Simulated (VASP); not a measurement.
# TiNi (Pmma) in VASP: a series of runs

The runs below take TiNi through single point, with PBEsol.

Program: VASP 6.6.1. These are calculated values, not measurements. Logs are shortened: lines on timing, memory, paths and dates and some standing lists are left out, and cuts for length are marked.

### 1 The cell of the first run

The structure is orthorhombic, space group Pmma (No. 51). The conventional cell has a = 4.003 Å, b = 2.798 Å, c = 4.493 Å, α = 90.00°, β = 90.00°, γ = 90.00°. Within 3.3 Å of Ni (site symmetry mm2) lie 8 Ti at 2.47 to 2.83 Å and 4 Ni at 2.57 to 2.80 Å. Within 3.3 Å of Ti (site symmetry mm2) lie 8 Ni at 2.47 to 2.83 Å and 6 Ti at 2.80 to 3.18 Å.

### 2 Single point, PBEsol, collinear spin, ferromagnetic start (volume scaled by 0.94)

INCAR reads:

```
SYSTEM = TiNi
  PREC = Accurate
  ENCUT = 520
  EDIFF = 1E-7
  ISMEAR = -1
  SIGMA = 0.05
  LREAL = .FALSE.
  LASPH = .TRUE.
  NELM = 150
  ALGO = Normal
  ISIF = 2
  LWAVE = .FALSE.
  LCHARG = .FALSE.
  ISPIN = 2
  MAGMOM = 1 1 1 1
  LORBIT = 11
  LMAXMIX = 4
  GGA = PS
  NBANDS = 34
```

KPOINTS reads:

```
Automatic mesh
0
G
  7 9 6
  0 0 0
```

POSCAR reads:

```
TiNi
1.0
    4.0026303257      0.0000000000      0.0000000000
    0.0000000000      2.7978979972      0.0000000000
    0.0000000000      0.0000000000      4.4931240584
Ni Ti
2 2
Direct
    0.7500000000      0.0000000000      0.8209744100
    0.2500000000      0.0000000000      0.1790255900
    0.7500000000      0.5000000000      0.2744080600
    0.2500000000      0.5000000000      0.7255919400
```

Potentials or basis: VASP PAW PBE potentials, release 64 (Ni, Ti_sv).

Launch:

```
cat potpaw_PBE.64/Ni/POTCAR potpaw_PBE.64/Ti_sv/POTCAR > POTCAR
mpirun -np 1 vasp_std > vasp.out
```

OUTCAR:

```text
SYSTEM = TiNi
   PREC = Accurate
   ENCUT = 520
   EDIFF = 1E-7
   ISMEAR = -1
   LREAL = .FALSE.
   LASPH = .TRUE.
   NELM = 150
   ISIF = 2
   ISPIN = 2
   LORBIT = 11
   GGA = PS

 ion  position               nearest neighbor table
   1  0.750  0.000  0.821-   3 2.47   3 2.47   4 2.48   4 2.48   4 2.48   4 2.48   2 2.57   2 2.57
                             3 2.83   3 2.83
   2  0.250  0.000  0.179-   4 2.47   4 2.47   3 2.48   3 2.48   3 2.48   3 2.48   1 2.57   1 2.57
                             4 2.83   4 2.83
   3  0.750  0.500  0.274-   1 2.47   1 2.47   2 2.48   2 2.48   2 2.48   2 2.48   1 2.83   1 2.83
                             4 2.85   4 2.85
   4  0.250  0.500  0.726-   2 2.47   2 2.47   1 2.48   1 2.48   1 2.48   1 2.48   2 2.83   2 2.83
                             3 2.85   3 2.85

  LATTYP: Found a simple orthorhombic cell.
 ALAT       =     2.7978979972
 B/A-ratio  =     1.4305847925
 C/A-ratio  =     1.6058927319

  Lattice vectors:

 A1 = (   0.0000000000,  -2.7978979972,   0.0000000000)
 A2 = (   4.0026303257,   0.0000000000,   0.0000000000)
 A3 = (   0.0000000000,   0.0000000000,   4.4931240584)

Analysis of symmetry for initial positions (statically):
=====================================================================
 Subroutine PRICEL returns:
 Original cell was already a primitive cell.

 Routine SETGRP: Setting up the symmetry group for a
 simple orthorhombic supercell.

 Subroutine GETGRP returns: Found  8 space group operations
 (whereof  4 operations were pure point group operations)
 out of a pool of  8 trial point group operations.

The static configuration has the point symmetry C_2h.
 The point group associated with its full space group is D_2h.

Analysis of symmetry for dynamics (positions and initial velocities):
=====================================================================
 Subroutine PRICEL returns:
 Original cell was already a primitive cell.

 Routine SETGRP: Setting up the symmetry group for a
 simple orthorhombic supercell.

 Subroutine GETGRP returns: Found  8 space group operations
 (whereof  4 operations were pure point group operations)
 out of a pool of  8 trial point group operations.

The dynamic configuration has the point symmetry C_2h.
 The point group associated with its full space group is D_2h.

Analysis of structural, dynamic, and magnetic symmetry:
=====================================================================
 Subroutine PRICEL returns:
 Original cell was already a primitive cell.

 Routine SETGRP: Setting up the symmetry group for a
 simple orthorhombic supercell.

 Subroutine GETGRP returns: Found  8 space group operations
 (whereof  4 operations were pure point group operations)
 out of a pool of  8 trial point group operations.

The overall configuration has the point symmetry C_2h.
 The point group associated with its full space group is D_2h.

 Subroutine INISYM returns: Found  8 space group operations
 (whereof  4 operations are pure point group operations),
 and found     1 'primitive' translations

----------------------------------------------------------------------------------------

                                     Primitive cell

  volume of cell :      50.3183

  direct lattice vectors                    reciprocal lattice vectors
     4.002630326  0.000000000  0.000000000     0.249835713  0.000000000  0.000000000
     0.000000000  2.797897997  0.000000000     0.000000000  0.357411171  0.000000000
     0.000000000  0.000000000  4.493124058     0.000000000  0.000000000  0.222562295

  length of vectors
     4.002630326  2.797897997  4.493124058     0.249835713  0.357411171  0.222562295

  position of ions in fractional coordinates (direct lattice)
     0.750000000  0.000000000  0.820974410
     0.250000000  0.000000000  0.179025590
     0.750000000  0.500000000  0.274408060
     0.250000000  0.500000000  0.725591940

  ion indices of the primitive-cell ions
   primitive index   ion index
                 1           1
                 2           2
                 3           3
                 4           4

----------------------------------------------------------------------------------------

 KPOINTS: Automatic mesh

Automatic generation of k-mesh.
 Grid dimensions read from file:
 generate k-points for:    7    9    6

 Generating k-lattice:

  Cartesian coordinates                     Fractional coordinates (reciprocal lattice)
     0.035690816  0.000000000  0.000000000     0.142857143  0.000000000  0.000000000
     0.000000000  0.039712352  0.000000000     0.000000000  0.111111111  0.000000000
     0.000000000  0.000000000  0.037093716     0.000000000  0.000000000  0.166666667

  Length of vectors
     0.035690816  0.039712352  0.037093716

  Shift w.r.t. Gamma in fractional coordinates (k-lattice)
     0.000000000  0.000000000  0.000000000

 Subroutine IBZKPT returns following result:
 ===========================================

 Found     80 irreducible k-points:

 Following reciprocal coordinates:
            Coordinates               Weight
  0.000000  0.000000  0.000000      1.000000
  0.142857  0.000000  0.000000      2.000000
  0.285714  0.000000  0.000000      2.000000
  0.428571  0.000000  0.000000      2.000000
  0.000000  0.111111  0.000000      2.000000
  0.142857  0.111111  0.000000      4.000000
[... 16 lines left out ...]
  0.285714  0.000000  0.166667      4.000000
  0.428571  0.000000  0.166667      4.000000
 [... further k-points ...]
   k-points           NKPTS =     80   k-points in BZ     NKDIM =     80   number of bands    NBANDS=     34
   number of dos      NEDOS =    301   number of ions     NIONS =      4
   total plane-waves  NPLWV =  25920
   dimension x,y,z NGX =    30 NGY =   24 NGZ =   36
   dimension x,y,z NGXF=    60 NGYF=   48 NGZF=   72
   ions per type =               2   2
   NGX,Y,Z   is equivalent  to a cutoff of  12.46, 14.26, 13.32 a.u.
   NGXF,Y,Z  is equivalent  to a cutoff of  24.92, 28.52, 26.64 a.u.
 SYSTEM =  TiNi
   PREC   = accura    normal or accurate (medium, high low for compatibility)
   ISTART =      0    job   : 0-new  1-cont  2-samecut
   ICHARG =      2    charge: 1-file 2-atom 10-const
   ISPIN  =      2    spin polarized calculation?
   LNONCOLLINEAR =      F non collinear calculations
   LSORBIT =      F    spin-orbit coupling
   LASPH  =      T    aspherical Exc in radial PAW
   ENCUT  =  520.0 eV  38.22 Ry    6.18 a.u.   7.44  5.20  8.35*2*pi/ulx,y,z
   NELM   =    150;   NELMIN=  2; NELMDL= -5     # of ELM steps
   EDIFF  = 0.1E-06   stopping-criterion for ELM
   LREAL  =      F    real-space projection
   EDIFFG = 0.1E-05   stopping-criterion for IOM
   NSW    =      0    number of steps for IOM
   IBRION =     -1    ionic relax: 0-MD 1-quasi-New 2-CG
   NFREE  =      0    steps in history (QN), initial steepest desc. (CG)
   ISIF   =      2    stress and relaxation
   ISYM   =      2    0-nonsym 1-usesym 2-fastsym
   POTIM  = 0.5000    time-step for ionic-motion
   TEBEG  =    0.0;   TEEND  =   0.0 temperature during run
   PSTRESS=    0.0 pullay stress
   NELECT =      44.0000    total number of electrons
   NUPDOWN=      -1.0000    fix difference up-down
   EMIN   =  10.00;   EMAX   =-10.00  energy-range for DOS
   EFERMI =   0.00;   METHOD = LEGACY
   ISMEAR =    -1;   SIGMA  =   0.05  broadening in eV -4-tet -1-fermi 0-gaus
   EFERMI_NEDOS =   21; number of points for ismear=-14 and -15
   IALGO  =     38    algorithm
   IMIX   =      4    mixing-type and parameters
     AMIX     =   0.40;   BMIX     =  1.00
     AMIX_MAG =   1.60;   BMIX_MAG =  1.00
  volume/ion in A,a.u.               =      12.58        84.89
  Fermi-wavevector in a.u.,A,eV,Ry     =   1.565491  2.958348 33.344626  2.450761
  Thomas-Fermi vector in A             =   2.667959
   LORBIT       =     11    0 simple, 1 ext, 2 COOP (PROOUT), +10 PAW based schemes
   GGA     = PS    functional components
   LHFCALC =     F    Hartree Fock is set to
   AEXX    =    0.0000 exact exchange contribution
   IVDW    =     0    specifies the selected vdW correction
   LEPSILON=     F    determine dielectric tensor
   LRPA    =     F    only Hartree local field effects (RPA)
 spin polarized calculation
  energy-cutoff  :      520.00
  volume of cell :       50.32
 maximum number of plane-waves:      1370
 NGX is ok and might be reduce to    30
   NGX = 15   NGY = 11   NGZ = 17

 number of electron      43.9999973 magnetization      -0.0000020

 number of electron      43.9999973 magnetization       0.0000045

 Free energy of the ion-electron system (eV)
  ---------------------------------------------------
  ext. energy  EPLUGINS =         0.00000000
  ---------------------------------------------------
  free energy    TOTEN  =       -30.48482419 eV

  energy without entropy =      -30.45087847  energy(sigma->0) =      -30.46785133

 E-fermi :  10.0998     XC(G=0): -12.9611

 val. band max:       10.0981498458   @ k =   0.4286   0.3333   0.0000
 cond. band min:      10.1157327366   @ k =   0.1429   0.1111   0.3333
 fundamental gap:      0.0175828908
 Fermi energy:        10.0997879207

 spin component 1

 k-point     1 :       0.0000    0.0000    0.0000
  band No.  band energies     occupation
      1     -46.5952      1.00000
      2     -46.5258      1.00000
      3     -23.0693      1.00000
      4     -23.0658      1.00000
      5     -22.8194      1.00000
      6     -22.7687      1.00000
[... 26 lines left out ...]
     33      19.4196      0.00000
     34      19.6827      0.00000

 k-point     2 :       0.1429    0.0000    0.0000
  band No.  band energies     occupation
      1     -46.5915      1.00000
      2     -46.5290      1.00000
      3     -23.0656      1.00000
      4     -23.0555      1.00000
      5     -22.8321      1.00000
      6     -22.7793      1.00000
[... 26 lines left out ...]
     33      19.2041      0.00000
     34      19.4180      0.00000
[... 775 lines left out ...]
     33      18.7324      0.00000
     34      20.4712      0.00000

 k-point    24 :       0.4286    0.0000    0.1667
  band No.  band energies     occupation
      1     -46.5660      1.00000
      2     -46.5520      1.00000
      3     -23.0708      1.00000
      4     -23.0373      1.00000
      5     -22.8506      1.00000
      6     -22.8133      1.00000
[... 26 lines left out ...]
     33      19.0792      0.00000
     34      19.7276      0.00000

 [... further k-points ...]

 spin component 2

 k-point     1 :       0.0000    0.0000    0.0000
  band No.  band energies     occupation
      1     -46.5952      1.00000
      2     -46.5258      1.00000
      3     -23.0693      1.00000
      4     -23.0657      1.00000
      5     -22.8194      1.00000
      6     -22.7687      1.00000
[... 26 lines left out ...]
     33      19.4196      0.00000
     34      19.6827      0.00000

 k-point     2 :       0.1429    0.0000    0.0000
  band No.  band energies     occupation
      1     -46.5915      1.00000
      2     -46.5289      1.00000
      3     -23.0656      1.00000
      4     -23.0555      1.00000
      5     -22.8320      1.00000
      6     -22.7793      1.00000
[... 26 lines left out ...]
     33      19.2041      0.00000
     34      19.4180      0.00000
[... 775 lines left out ...]
     33      18.7324      0.00000
     34      20.4712      0.00000

 k-point    24 :       0.4286    0.0000    0.1667
  band No.  band energies     occupation
      1     -46.5660      1.00000
      2     -46.5520      1.00000
      3     -23.0708      1.00000
      4     -23.0373      1.00000
      5     -22.8506      1.00000
      6     -22.8133      1.00000
[... 26 lines left out ...]
     33      19.0792      0.00000
     34      19.7276      0.00000

 [... further k-points ...]
[... 5 lines left out ...]
  --------------------------------------------------------------------------------------
  -------------------------------------------------------------------------------------
  Total        2.9523995      2.5492861      2.5163911      0.0000000      0.0000000      0.0000000
  in kB       94.0069439     81.1714664     80.1240620      0.0000000      0.0000000      0.0000000
  external PRESSURE =      85.1008241 kB  Pullay stress =       0.0000000 kB

 VOLUME and BASIS-vectors are now :
 -----------------------------------------------------------------------------
  energy-cutoff  :      520.00
  volume of cell :       50.32
      direct lattice vectors                 reciprocal lattice vectors
     4.002630326  0.000000000  0.000000000     0.249835713  0.000000000  0.000000000
     0.000000000  2.797897997  0.000000000     0.000000000  0.357411171  0.000000000
     0.000000000  0.000000000  4.493124058     0.000000000  0.000000000  0.222562295

 POSITION                                       TOTAL-FORCE (eV/Angst)
 -----------------------------------------------------------------------------------
      3.00197      0.00000      3.68874        -0.000000     -0.000000     -0.282840
      1.00066      0.00000      0.80438         0.000000     -0.000000      0.282840
      3.00197      1.39895      1.23295        -0.000000     -0.000000      0.314805
      1.00066      1.39895      3.26017        -0.000000      0.000000     -0.314805
 -----------------------------------------------------------------------------------
    total drift:                                0.000000      0.000000     -0.000000

  FREE ENERGIE OF THE ION-ELECTRON SYSTEM (eV)
  ---------------------------------------------------
  free  energy   TOTEN  =       -30.4848241912 eV

  energy  without entropy=      -30.4508784709  energy(sigma->0) =      -30.46785133

 total charge

# of ion       s       p       d       tot
------------------------------------------
    1        0.613   0.574   8.343   9.530
    2        0.613   0.574   8.343   9.530
    3        2.255   6.183   1.935  10.373
    4        2.255   6.183   1.935  10.373
--------------------------------------------------
tot          5.737  13.515  20.556  39.807

 magnetization (x)

# of ion       s       p       d       tot
------------------------------------------
    1       -0.000  -0.000  -0.000  -0.000
    2       -0.000  -0.000  -0.000  -0.000
    3       -0.000   0.000   0.000   0.000
    4       -0.000   0.000   0.000   0.000
--------------------------------------------------
tot         -0.000   0.000   0.000   0.000
```

Wall time 2.3 min (1 thread of Intel Xeon 6975P-C (Granite Rapids), shared host); peak memory 0.32 GiB.

What came out:

- Free energy: -30.4848 eV
- Pressure: 8.5 GPa
- Largest force: 0.315 eV/Å
- Band gap on the k mesh: zero (filled and empty bands overlap)
- Net moment: 0.00 μB per cell
- Valence electrons inside the program's atomic spheres: Ni 9.53; Ti 10.37

Forces on the atoms (eV/Å):
```
Ni   0.000  0.000 -0.283
Ni   0.000  0.000  0.283
Ti   0.000  0.000  0.315
Ti   0.000  0.000 -0.315
```

Stress tensor (GPa, compression positive):
```
9.40 0.00 0.00
0.00 8.12 0.00
0.00 0.00 8.01
```

Levels at points of the mesh, in eV from the Fermi level:
Spin up:
| k point | band 19 | band 20 | band 21 | band 22 | band 23 | band 24 | band 25 | band 26 |
| --- | --- | --- | --- | --- | --- | --- | --- | --- |
| (0.00, 0.00, 0.00) | -1.52 | -1.16 | -0.28 | 0.26 | 0.30 | 0.61 | 1.39 | 2.46 |
| (0.00, 0.00, 0.50) | -1.74 | -1.71 | -0.72 | 0.17 | 0.35 | 0.49 | 0.49 | 1.32 |
Spin down:
| k point | band 20 | band 21 | band 22 | band 23 | band 24 | band 25 |
| --- | --- | --- | --- | --- | --- | --- |
| (0.00, 0.00, 0.00) | -1.16 | -0.28 | 0.26 | 0.30 | 0.61 | 1.39 |
| (0.00, 0.00, 0.50) | -1.71 | -0.72 | 0.17 | 0.35 | 0.49 | 0.49 |

Caveat: the PAW data sets were made with another functional, which shifts forces and pressure a little.

### 3 Single point, PBEsol, collinear spin, ferromagnetic start (volume scaled by 0.96)

INCAR reads:

```
SYSTEM = TiNi
ALGO = Normal
EDIFF = 1E-6
ENCUT = 520
GGA = PS
ISIF = 2
ISMEAR = -1
ISPIN = 2
LASPH = .True.
LCHARG = .False.
LMAXMIX = 4
LORBIT = 11
LREAL = .False.
LWAVE = .False.
MAGMOM = 1 1 1 1
NBANDS = 34
NELM = 150
PREC = Accurate
SIGMA = 0.05
```

KPOINTS reads:

```
k-points
0
Gamma
  7 9 6
  0 0 0
```

POSCAR reads:

```
TiNi
1.0
    4.0308187919      0.0000000000      0.0000000000
    0.0000000000      2.8176021534      0.0000000000
    0.0000000000      0.0000000000      4.5247668197
Ni Ti
2 2
Direct
    0.7500000000      0.0000000000      0.8209744100
    0.2500000000      0.0000000000      0.1790255900
    0.7500000000      0.5000000000      0.2744080600
    0.2500000000      0.5000000000      0.7255919400
```

Potentials or basis: VASP PAW PBE potentials, release 64 (Ni, Ti_sv).

Launch:

```
cat potpaw_PBE.64/Ni/POTCAR potpaw_PBE.64/Ti_sv/POTCAR > POTCAR
mpirun -np 1 vasp_std > vasp.out
```

Wall time 2.3 min (1 thread of Intel Xeon 6975P-C (Granite Rapids), shared host); peak memory 0.32 GiB.

It converged, with:

```
Free energy                                           : -30.5277 eV
Pressure                                              : 4.3 GPa
Largest force                                         : 0.213 eV/Å
Band gap on the k mesh                                : zero (filled and empty bands overlap)
Net moment                                            : 0.00 μB per cell
Valence electrons inside the program's atomic spheres : Ni 9.49; Ti 10.34
```

Forces on the atoms (eV/Å):
```
Ni   0.000  0.000 -0.213
Ni   0.000  0.000  0.213
Ti   0.000  0.000  0.200
Ti   0.000  0.000 -0.200
```

Stress tensor (GPa, compression positive):
```
4.91 0.00 0.00
0.00 4.12 0.00
0.00 0.00 3.83
```

Levels at points of the mesh, in eV from the Fermi level:
Spin up:
```
           k point  band 19  band 20  band 21  band 22  band 23  band 24  band 25  band 26
(0.00, 0.00, 0.00)    -1.48    -1.13    -0.29     0.25     0.30     0.59     1.34     2.40
(0.00, 0.00, 0.50)    -1.70    -1.66    -0.69     0.17     0.35     0.47     0.48     1.28
```
Spin down:
| k point | band 18 | band 19 | band 20 | band 21 | band 22 | band 23 | band 24 | band 25 | band 26 | band 27 |
| --- | --- | --- | --- | --- | --- | --- | --- | --- | --- | --- |
| (0.00, 0.00, 0.00) | -1.76 | -1.48 | -1.13 | -0.29 | 0.25 | 0.30 | 0.59 | 1.34 | 2.40 | 2.70 |
| (0.00, 0.00, 0.50) | -2.03 | -1.70 | -1.66 | -0.69 | 0.17 | 0.35 | 0.47 | 0.48 | 1.28 | 1.92 |

Caveat: the PAW data sets were made with another functional, which shifts forces and pressure a little.
